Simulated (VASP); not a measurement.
# Pt3PbC (Pm-3m) in VASP: a series of runs

Runs on Pt3PbC. Level: PBE. Tasks: single point.

Everything below comes from runs of VASP 6.6.1. Logs are shortened: lines on timing, memory, paths and dates and some standing lists are left out, and cuts for length are marked.

**1. The cell of the first run**

The structure is cubic, space group Pm-3m (No. 221). Conventional cell: a = 4.348 Å, b = 4.348 Å, c = 4.348 Å, α = 90.00°, β = 90.00°, γ = 90.00°. Within 2.9 Å of Pt (site symmetry 4/mmm) lie 2 C at 2.17 Å. Within 4.0 Å of Pb (site symmetry m-3m) lie 12 Pt at 3.07 Å and 8 C at 3.77 Å. Within 2.9 Å of C (site symmetry m-3m) lie 6 Pt at 2.17 Å.

**2. Single point, PBE**

Contents of INCAR:

```
SYSTEM = Pt3PbC
PREC     = Accurate       ! precision mode
ENCUT    = 600            ! plane-wave cutoff, eV
EDIFF    = 1E-6           ! SCF threshold, eV
ISMEAR   = 1              ! smearing method
SIGMA    = 0.3            ! smearing width, eV
LREAL    = .FALSE.        ! projectors in reciprocal space
LASPH    = .TRUE.         ! aspherical terms in the spheres
NELM     = 120            ! most SCF steps
ALGO     = Normal         ! electronic algorithm
ISIF     = 2              ! what is computed and relaxed
LWAVE    = .FALSE.        ! write WAVECAR
LCHARG   = .TRUE.         ! write CHGCAR
GGA      = PE             ! functional
LELF     = .TRUE.         ! ELF
LVHAR    = .TRUE.       
NBANDS   = 32             ! bands
GGA_COMPAT= .FALSE.
```

Contents of KPOINTS:

```
Automatic mesh
0
G
  6 6 6
  0 0 0
```

Contents of POSCAR:

```
Pt3PbC
1.0
    4.3480430000      0.0000000000      0.0000000000
    0.0000000000      4.3480430000      0.0000000000
    0.0000000000      0.0000000000      4.3480430000
Pt Pb C
3 1 1
Direct
    0.0000000000      0.5000000000      0.5000000000
    0.5000000000      0.0000000000      0.5000000000
    0.5000000000      0.5000000000      0.0000000000
    0.0000000000      0.0000000000      0.0000000000
    0.5000000000      0.5000000000      0.5000000000
```

Potentials or basis: VASP PAW PBE potentials, release 64 (Pt, Pb_d, C).

On the command line:

```bash
> cat potpaw_PBE.64/Pt/POTCAR potpaw_PBE.64/Pb_d/POTCAR potpaw_PBE.64/C/POTCAR > POTCAR
> mpirun -np 1 vasp_std > vasp.out
```

OUTCAR:

```text
SYSTEM = Pt3PbC
   PREC = Accurate
   ENCUT = 600
   EDIFF = 1E-6
   ISMEAR = 1
   LREAL = .FALSE.
   LASPH = .TRUE.
   NELM = 120
   ISIF = 2
   GGA = PE

 ion  position               nearest neighbor table
   1  0.000  0.500  0.500-   5 2.17   5 2.17   4 3.07   2 3.07   3 3.07   4 3.07   2 3.07   4 3.07
                             4 3.07   2 3.07   3 3.07   3 3.07   3 3.07   2 3.07
   2  0.500  0.000  0.500-   5 2.17   5 2.17   4 3.07   1 3.07   3 3.07   4 3.07   1 3.07   3 3.07
                             3 3.07   3 3.07   1 3.07   4 3.07   4 3.07   1 3.07
   3  0.500  0.500  0.000-   5 2.17   5 2.17   4 3.07   1 3.07   1 3.07   2 3.07   2 3.07   2 3.07
                             4 3.07   2 3.07   1 3.07   4 3.07   1 3.07   4 3.07
   4  0.000  0.000  0.000-   1 3.07   2 3.07   3 3.07   1 3.07   2 3.07   1 3.07   3 3.07   1 3.07
                             2 3.07   3 3.07   2 3.07   3 3.07
   5  0.500  0.500  0.500-   1 2.17   2 2.17   3 2.17   3 2.17   2 2.17   1 2.17

  LATTYP: Found a simple cubic cell.
 ALAT       =     4.3480430000

  Lattice vectors:

 A1 = (   4.3480430000,   0.0000000000,   0.0000000000)
 A2 = (   0.0000000000,   4.3480430000,   0.0000000000)
 A3 = (   0.0000000000,   0.0000000000,   4.3480430000)

Analysis of symmetry for initial positions (statically):
=====================================================================
 Subroutine PRICEL returns:
 Original cell was already a primitive cell.

 Routine SETGRP: Setting up the symmetry group for a
 simple cubic supercell.

 Subroutine GETGRP returns: Found 48 space group operations
 (whereof 48 operations were pure point group operations)
 out of a pool of 48 trial point group operations.

The static configuration has the point symmetry O_h .

Analysis of symmetry for dynamics (positions and initial velocities):
=====================================================================
 Subroutine PRICEL returns:
 Original cell was already a primitive cell.

 Routine SETGRP: Setting up the symmetry group for a
 simple cubic supercell.

 Subroutine GETGRP returns: Found 48 space group operations
 (whereof 48 operations were pure point group operations)
 out of a pool of 48 trial point group operations.

The dynamic configuration has the point symmetry O_h .

 Subroutine INISYM returns: Found 48 space group operations
 (whereof 48 operations are pure point group operations),
 and found     1 'primitive' translations

----------------------------------------------------------------------------------------

                                     Primitive cell

  volume of cell :      82.2018

  direct lattice vectors                    reciprocal lattice vectors
     4.348043000  0.000000000  0.000000000     0.229988526  0.000000000  0.000000000
     0.000000000  4.348043000  0.000000000     0.000000000  0.229988526  0.000000000
     0.000000000  0.000000000  4.348043000     0.000000000  0.000000000  0.229988526

  length of vectors
     4.348043000  4.348043000  4.348043000     0.229988526  0.229988526  0.229988526

  position of ions in fractional coordinates (direct lattice)
     0.000000000  0.500000000  0.500000000
     0.500000000  0.000000000  0.500000000
     0.500000000  0.500000000  0.000000000
     0.000000000  0.000000000  0.000000000
     0.500000000  0.500000000  0.500000000

  ion indices of the primitive-cell ions
   primitive index   ion index
                 1           1
                 2           2
                 3           3
                 4           4
                 5           5

----------------------------------------------------------------------------------------

 KPOINTS: Automatic mesh

Automatic generation of k-mesh.
 Grid dimensions read from file:
 generate k-points for:    6    6    6

 Generating k-lattice:

  Cartesian coordinates                     Fractional coordinates (reciprocal lattice)
     0.038331421  0.000000000  0.000000000     0.166666667  0.000000000  0.000000000
     0.000000000  0.038331421  0.000000000     0.000000000  0.166666667  0.000000000
     0.000000000  0.000000000  0.038331421     0.000000000  0.000000000  0.166666667

  Length of vectors
     0.038331421  0.038331421  0.038331421

  Shift w.r.t. Gamma in fractional coordinates (k-lattice)
     0.000000000  0.000000000  0.000000000

 Subroutine IBZKPT returns following result:
 ===========================================

 Found     20 irreducible k-points:

 Following reciprocal coordinates:
            Coordinates               Weight
  0.000000  0.000000  0.000000      1.000000
  0.166667  0.000000  0.000000      6.000000
  0.333333  0.000000  0.000000      6.000000
  0.500000  0.000000  0.000000      3.000000
  0.166667  0.166667  0.000000     12.000000
  0.333333  0.166667  0.000000     24.000000
[... 12 lines left out ...]
  0.500000  0.500000  0.333333      6.000000
  0.500000  0.500000  0.500000      1.000000
   k-points           NKPTS =     20   k-points in BZ     NKDIM =     20   number of bands    NBANDS=     32
   number of dos      NEDOS =    301   number of ions     NIONS =      5
   total plane-waves  NPLWV =  46656
   dimension x,y,z NGX =    36 NGY =   36 NGZ =   36
   dimension x,y,z NGXF=    72 NGYF=   72 NGZF=   72
   ions per type =               3   1   1
   NGX,Y,Z   is equivalent  to a cutoff of  13.76, 13.76, 13.76 a.u.
   NGXF,Y,Z  is equivalent  to a cutoff of  27.53, 27.53, 27.53 a.u.
 SYSTEM =  Pt3PbC
   PREC   = accura    normal or accurate (medium, high low for compatibility)
   ISTART =      0    job   : 0-new  1-cont  2-samecut
   ICHARG =      2    charge: 1-file 2-atom 10-const
   ISPIN  =      1    spin polarized calculation?
   LNONCOLLINEAR =      F non collinear calculations
   LSORBIT =      F    spin-orbit coupling
   LASPH  =      T    aspherical Exc in radial PAW
   ENCUT  =  600.0 eV  44.10 Ry    6.64 a.u.   8.68  8.68  8.68*2*pi/ulx,y,z
   NELM   =    120;   NELMIN=  2; NELMDL= -5     # of ELM steps
   EDIFF  = 0.1E-05   stopping-criterion for ELM
   LREAL  =      F    real-space projection
   EDIFFG = 0.1E-04   stopping-criterion for IOM
   NSW    =      0    number of steps for IOM
   IBRION =     -1    ionic relax: 0-MD 1-quasi-New 2-CG
   NFREE  =      0    steps in history (QN), initial steepest desc. (CG)
   ISIF   =      2    stress and relaxation
   ISYM   =      2    0-nonsym 1-usesym 2-fastsym
   POTIM  = 0.5000    time-step for ionic-motion
   TEBEG  =    0.0;   TEEND  =   0.0 temperature during run
   PSTRESS=    0.0 pullay stress
   NELECT =      48.0000    total number of electrons
   NUPDOWN=      -1.0000    fix difference up-down
   EMIN   =  10.00;   EMAX   =-10.00  energy-range for DOS
   EFERMI =   0.00;   METHOD = LEGACY
   ISMEAR =     1;   SIGMA  =   0.30  broadening in eV -4-tet -1-fermi 0-gaus
   EFERMI_NEDOS =   21; number of points for ismear=-14 and -15
   IALGO  =     38    algorithm
   IMIX   =      4    mixing-type and parameters
     AMIX     =   0.40;   BMIX     =  1.00
     AMIX_MAG =   1.60;   BMIX_MAG =  1.00
  volume/ion in A,a.u.               =      16.44       110.95
  Fermi-wavevector in a.u.,A,eV,Ry     =   1.368342  2.585792 25.475012  1.872361
  Thomas-Fermi vector in A             =   2.494315
   LORBIT       =      0    0 simple, 1 ext, 2 COOP (PROOUT), +10 PAW based schemes
   GGA     = PE    functional components
   LHFCALC =     F    Hartree Fock is set to
   AEXX    =    0.0000 exact exchange contribution
   IVDW    =     0    specifies the selected vdW correction
   LEPSILON=     F    determine dielectric tensor
   LRPA    =     F    only Hartree local field effects (RPA)
 non-spin polarized calculation
 Methfessel and Paxton  Order N= 1 SIGMA  =   0.30
  energy-cutoff  :      600.00
  volume of cell :       82.20
 maximum number of plane-waves:      2800
 NGX is ok and might be reduce to    36
   NGX = 17   NGY = 17   NGZ = 17

 number of electron      48.0000005 magnetization

 Free energy of the ion-electron system (eV)
  ---------------------------------------------------
  ext. energy  EPLUGINS =         0.00000000
  ---------------------------------------------------
  free energy    TOTEN  =       -29.12646054 eV

  energy without entropy =      -29.12251397  energy(sigma->0) =      -29.12514502

 E-fermi :   9.1747     XC(G=0): -12.2645

 val. band max:        9.1731377235   @ k =   0.1667   0.1667   0.1667
 cond. band min:       9.2521294526   @ k =   0.5000   0.0000   0.0000
 fundamental gap:      0.0789917291
 Fermi energy:         9.1746548190

 k-point     1 :       0.0000    0.0000    0.0000
  band No.  band energies     occupation
      1      -7.1824      2.00000
      2      -7.1824      2.00000
      3      -7.1644      2.00000
      4      -7.1644      2.00000
      5      -7.1644      2.00000
      6      -4.4720      2.00000
[... 24 lines left out ...]
     31      14.1863     -0.00000
     32      17.9374      0.00000

 k-point     2 :       0.1667    0.0000    0.0000
  band No.  band energies     occupation
      1      -7.1781      2.00000
      2      -7.1692      2.00000
      3      -7.1634      2.00000
      4      -7.1617      2.00000
      5      -7.1617      2.00000
      6      -4.2978      2.00000
[... 24 lines left out ...]
     31      14.8700     -0.00000
     32      17.1996      0.00000

 k-point     3 :       0.3333    0.0000    0.0000
  band No.  band energies     occupation
      1      -7.1695      2.00000
      2      -7.1615      2.00000
      3      -7.1561      2.00000
      4      -7.1561      2.00000
      5      -7.1429      2.00000
      6      -3.8848      2.00000
[... 24 lines left out ...]
     31      16.2955      0.00000
     32      16.7688      0.00000

 k-point     4 :       0.5000    0.0000    0.0000
  band No.  band energies     occupation
      1      -7.1653      2.00000
      2      -7.1605      2.00000
      3      -7.1534      2.00000
      4      -7.1534      2.00000
      5      -7.1298      2.00000
      6      -3.6291      2.00000
[... 24 lines left out ...]
     31      16.0487      0.00000
     32      16.0487      0.00000

 k-point     5 :       0.1667    0.1667    0.0000
  band No.  band energies     occupation
      1      -7.1726      2.00000
      2      -7.1613      2.00000
      3      -7.1607      2.00000
      4      -7.1604      2.00000
      5      -7.1598      2.00000
      6      -4.1225      2.00000
[... 444 lines left out ...]
     31      15.7720      0.00000
     32      19.2816      0.00000

 k-point    18 :       0.5000    0.3333    0.3333
  band No.  band energies     occupation
      1      -7.1824      2.00000
      2      -7.1821      2.00000
      3      -7.1757      2.00000
      4      -7.1202      2.00000
      5      -7.1086      2.00000
      6      -2.3598      2.00000
[... 24 lines left out ...]
     31      17.0109      0.00000
     32      19.0392      0.00000

 k-point    19 :       0.5000    0.5000    0.3333
  band No.  band energies     occupation
      1      -7.1920      2.00000
      2      -7.1822      2.00000
      3      -7.1822      2.00000
      4      -7.1160      2.00000
      5      -7.1041      2.00000
      6      -2.0509      2.00000
[... 24 lines left out ...]
     31      17.3181      0.00000
     32      18.0844      0.00000

 k-point    20 :       0.5000    0.5000    0.5000
  band No.  band energies     occupation
      1      -7.1920      2.00000
      2      -7.1920      2.00000
      3      -7.1920      2.00000
      4      -7.1062      2.00000
      5      -7.1062      2.00000
      6      -1.7117      2.00000
[... 24 lines left out ...]
     31      17.5074      0.00000
     32      17.5074      0.00000

------------------------ aborting loop because EDIFF is reached ----------------------------------------

  FORCE on cell =-STRESS in cart. coord.  units (eV):
  Direction    XX          YY          ZZ          XY          YZ          ZX
  --------------------------------------------------------------------------------------
  -------------------------------------------------------------------------------------
  Total       -0.3643302     -0.3643302     -0.3643302     -0.0000000     -0.0000000     -0.0000000
  in kB       -7.1010767     -7.1010767     -7.1010767     -0.0000000     -0.0000000     -0.0000000
  external PRESSURE =      -7.1010767 kB  Pullay stress =       0.0000000 kB

 VOLUME and BASIS-vectors are now :
 -----------------------------------------------------------------------------
  energy-cutoff  :      600.00
  volume of cell :       82.20
      direct lattice vectors                 reciprocal lattice vectors
     4.348043000  0.000000000  0.000000000     0.229988526  0.000000000  0.000000000
     0.000000000  4.348043000  0.000000000     0.000000000  0.229988526  0.000000000
     0.000000000  0.000000000  4.348043000     0.000000000  0.000000000  0.229988526

 POSITION                                       TOTAL-FORCE (eV/Angst)
 -----------------------------------------------------------------------------------
      0.00000      2.17402      2.17402         0.000000      0.000000      0.000000
      2.17402      0.00000      2.17402         0.000000      0.000000      0.000000
      2.17402      2.17402      0.00000         0.000000      0.000000      0.000000
      0.00000      0.00000      0.00000         0.000000      0.000000      0.000000
      2.17402      2.17402      2.17402         0.000000      0.000000      0.000000
 -----------------------------------------------------------------------------------
    total drift:                                0.000000      0.000000      0.000000

  FREE ENERGIE OF THE ION-ELECTRON SYSTEM (eV)
  ---------------------------------------------------
  free  energy   TOTEN  =       -29.1264605449 eV

  energy  without entropy=      -29.1225139657  energy(sigma->0) =      -29.12514502
```

Run time: 62 s. Hardware: 1 thread of Intel Xeon Platinum 8259CL at 2.50GHz (Skylake/Cascade Lake), shared host; peak memory 0.23 GiB.

What came out:

```yaml
Free_energy: -29.1265 eV
Pressure: -0.7 GPa
Band_gap_on_the_k_mesh: zero (bands 24 and 25 overlap by 0.77 eV)
```

Caveat: so wide a smearing shifts energies and pressures; spin-orbit coupling is left out, which moves the levels of the heavy elements.

**3. Single point, PBE**

Contents of INCAR:

```
SYSTEM = Pt3PbC
PREC = Accurate
ENCUT = 600
EDIFF = 1E-6
ISMEAR = 1
SIGMA = 0.2
LREAL = .False.
LASPH = .True.
NELM = 120
ALGO = Normal
ISIF = 2
LWAVE = .False.
LCHARG = .False.
GGA = PE
NBANDS = 32
GGA_COMPAT = .False.
```

Contents of KPOINTS:

```
Automatic mesh
0
Gamma
  6 6 6
  0 0 0
```

POSCAR is that of step 2.

Potentials or basis: VASP PAW PBE potentials, release 64 (Pt, Pb_d, C).

On the command line:

```bash
> cat potpaw_PBE.64/Pt/POTCAR potpaw_PBE.64/Pb_d/POTCAR potpaw_PBE.64/C/POTCAR > POTCAR
> mpirun -np 1 vasp_std > vasp.out
```

It took 60 s on 1 thread of Intel Xeon Platinum 8259CL at 2.50GHz (Skylake/Cascade Lake), shared host; peak memory 0.23 GiB.

It converged, with:

```
Free energy            : -29.1243 eV
Pressure               : -0.7 GPa
Band gap on the k mesh : zero (bands 24 and 25 overlap by 0.77 eV)
```

Levels at points of the mesh, in eV from the Fermi level:
```csv
k point,band 20,band 21,band 22,band 23,band 24,band 25,band 26,band 27,band 28,band 29
"(0.00, 0.00, 0.00)",-1.99,-0.55,-0.55,-0.55,-0.53,0.15,1.34,1.34,1.34,3.92
"(0.50, 0.00, 0.00)",-2.16,-1.60,-0.55,-0.25,0.10,0.10,2.59,3.51,3.55,3.55
"(0.50, 0.50, 0.00)",-1.92,-1.63,-1.40,-0.17,-0.17,1.18,2.17,3.92,4.42,4.42
"(0.50, 0.50, 0.50)",-1.60,-1.60,-0.70,-0.70,-0.70,-0.67,1.16,1.16,1.16,7.72
```

Caveat: spin-orbit coupling is left out, which moves the levels of the heavy elements.

**4. Single point, PBE**

Contents of INCAR:

```
SYSTEM = Pt3PbC
PREC = Accurate ; ENCUT = 600
EDIFF = 1E-6 ; ISMEAR = 1
SIGMA = 0.1 ; LREAL = .FALSE.
LASPH = .TRUE. ; NELM = 120
ALGO = Normal ; ISIF = 2
LWAVE = .FALSE. ; LCHARG = .FALSE.
GGA = PE ; NBANDS = 32
GGA_COMPAT = .FALSE.
```

Contents of KPOINTS:

```
Automatic mesh
0
G
  6 6 6
  0 0 0
```

POSCAR is that of step 3.

On the command line:

```bash
> cat potpaw_PBE.64/Pt/POTCAR potpaw_PBE.64/Pb_d/POTCAR potpaw_PBE.64/C/POTCAR > POTCAR
> mpirun -np 1 vasp_std > vasp.out
```

Run time: 60 s. Hardware: 1 thread of Intel Xeon Platinum 8259CL at 2.50GHz (Skylake/Cascade Lake), shared host; peak memory 0.24 GiB.

The run converged. Its results:

| Property | Result |
| --- | --- |
| Free energy | -29.1204 eV |
| Pressure | -0.6 GPa |
| Band gap on the k mesh | zero (bands 24 and 25 overlap by 0.77 eV) |

Levels at points of the mesh, in eV from the Fermi level:
| k point | band 21 | band 22 | band 23 | band 24 | band 25 | band 26 | band 27 | band 28 |
| --- | --- | --- | --- | --- | --- | --- | --- | --- |
| (0.00, 0.00, 0.00) | -0.53 | -0.53 | -0.53 | -0.51 | 0.17 | 1.36 | 1.36 | 1.36 |
| (0.50, 0.00, 0.00) | -1.58 | -0.53 | -0.23 | 0.12 | 0.12 | 2.61 | 3.53 | 3.57 |
| (0.50, 0.50, 0.00) | -1.61 | -1.38 | -0.15 | -0.15 | 1.20 | 2.19 | 3.94 | 4.44 |
| (0.50, 0.50, 0.50) | -1.57 | -0.68 | -0.68 | -0.68 | -0.65 | 1.18 | 1.18 | 1.18 |

Caveat: spin-orbit coupling is left out, which moves the levels of the heavy elements.

**5. Single point, PBE**

Contents of INCAR:

```
SYSTEM = Pt3PbC
ALGO = Normal
EDIFF = 1E-6
ENCUT = 600
GGA = PE
GGA_COMPAT = .FALSE.
ISIF = 2
ISMEAR = 1
LASPH = .TRUE.
LCHARG = .TRUE.
LELF = .TRUE.
LREAL = .FALSE.
LVHAR = .TRUE.
LWAVE = .FALSE.
NBANDS = 32
NELM = 120
PREC = Accurate
SIGMA = 0.05
```

Contents of KPOINTS:

```
k-points
0
G
  6 6 6
  0 0 0
```

POSCAR is that of step 4.

On the command line:

```bash
> cat potpaw_PBE.64/Pt/POTCAR potpaw_PBE.64/Pb_d/POTCAR potpaw_PBE.64/C/POTCAR > POTCAR
> mpirun -np 1 vasp_std > vasp.out
```

It took 56 s on 1 thread of Intel Xeon Platinum 8259CL at 2.50GHz (Skylake/Cascade Lake), shared host; peak memory 0.24 GiB.

Results (log left out):

- Free energy: -29.1201 eV
- Pressure: -0.6 GPa
- Band gap on the k mesh: zero (bands 24 and 25 overlap by 0.78 eV)

Levels at points of the mesh, in eV from the Fermi level:
| k point | band 22 | band 23 | band 24 | band 25 | band 26 | band 27 |
| --- | --- | --- | --- | --- | --- | --- |
| (0.00, 0.00, 0.00) | -0.52 | -0.52 | -0.51 | 0.17 | 1.37 | 1.37 |
| (0.50, 0.00, 0.00) | -0.52 | -0.22 | 0.14 | 0.14 | 2.62 | 3.54 |
| (0.50, 0.50, 0.00) | -1.37 | -0.14 | -0.14 | 1.22 | 2.21 | 3.95 |
| (0.50, 0.50, 0.50) | -0.67 | -0.67 | -0.67 | -0.64 | 1.19 | 1.19 |

Caveat: spin-orbit coupling is left out, which moves the levels of the heavy elements.

**6. Summary**

```tsv
smearing	gap on the mesh (eV)	pressure (GPa)
methfessel-paxton 0.3 eV	none	-0.7
methfessel-paxton 0.2 eV	none	-0.7
methfessel-paxton 0.1 eV	none	-0.6
methfessel-paxton 0.05 eV	none	-0.6
```

Alike in all rows: task single point; level PBE; potentials or basis VASP PAW PBE potentials, release 64 (Pt, Pb_d, C); no spin polarisation; cell as given; k mesh 6 × 6 × 6; cutoff (eV) 600.

Caveats: spin-orbit coupling is left out, which moves the levels of the heavy elements; so wide a smearing shifts energies and pressures (at least some runs).

Absolute energies hang on the potentials; compare differences alone.
